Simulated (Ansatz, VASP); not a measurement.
# One calculation of Ti, two programs

The input INCAR:

```
SYSTEM = Ti
PREC     = Accurate       ! precision mode
ENCUT    = 520            ! plane-wave cutoff, eV
EDIFF    = 1E-6           ! SCF threshold, eV
ISMEAR   = 0              ! smearing method
SIGMA    = 0.15           ! smearing width, eV
LREAL    = .False.        ! projectors in reciprocal space
LASPH    = .True.         ! aspherical terms in the spheres
NELM     = 60             ! most SCF steps
ALGO     = Fast           ! electronic algorithm
ISIF     = 2              ! what is computed and relaxed
LWAVE    = .False.        ! write WAVECAR
LCHARG   = .False.        ! write CHGCAR
GGA      = PE             ! functional
NBANDS   = 32             ! bands
```

File KPOINTS:

```
regular mesh
0
Gamma
  16 16 5
  0 0 0
```

The input POSCAR:

```
Ti
1.0
   -1.6276186077      1.6276186077     -1.6276186077
   -1.6276186077     -1.6276186077      1.6276186077
   -1.0850790718      6.5104744307      6.5104744307
Ti
4
Direct
   -0.2916666667     -0.2916666667      0.8750000000
    0.4583333333      0.4583333333      0.1250000000
   -0.1250000000     -0.1250000000      0.3750000000
    0.2916666667      0.2916666667      0.6250000000
```

Input for Ansatz:

```yaml
crystal:
  lattice:
    - [-1.6276186077, 1.6276186077, -1.6276186077]
    - [-1.6276186077, -1.6276186077, 1.6276186077]
    - [-1.0850790718, 6.5104744307, 6.5104744307]
  atoms:
    - { symbol: Ti, position: [-0.2916666667, -0.2916666667, 0.875] }
    - { symbol: Ti, position: [0.4583333333, 0.4583333333, 0.125] }
    - { symbol: Ti, position: [-0.125, -0.125, 0.375] }
    - { symbol: Ti, position: [0.2916666667, 0.2916666667, 0.625] }
basis:
  ecutwfc: 520.0
kpoints:
  mp_grid: { grid: [16, 16, 5] }
hamiltonian:
  xc: pbe
  pseudopotentials: { kind: paw, azcp: { folder: soft_1 } }
scf:
  occupations: { method: gaussian, width: 0.15 }
output:
  forces: true
  stress: true
  eigenvalues: true
  write_density: true
  write_potential: true
  elf: true
  volumetric_format: npy
```

Alike in both runs: task single point; functional PBE; k mesh 16 × 16 × 5; occupations gaussian, width 0.15 eV; no spin polarisation.

|  | VASP | Ansatz |
| --- | --- | --- |
| version | VASP 6.6.1 | Ansatz 0.2.0 |
| potentials or method | VASP PAW PBE potentials, release 64 (Ti_sv), cutoff 520 eV | scalar-relativistic, plane waves, PAW |
| valence electrons in the cell | 48 | 48 |

```tsv
	VASP	Ansatz	Ansatz less VASP
gap on the k mesh at the Fermi level (eV)	none	none	-
pressure (GPa)	-0.3	0.2	+0.51
traceless stress, the component that is largest in VASP (GPa)	-3.67	-3.64	+0.031
rms of the force components (eV/Å)	0.492	0.477	-0.0147
```

Atom by atom the forces differ by 0.016 eV/Å (rms over components). A gap of «none» marks a metal or a gap that the smearing closes.
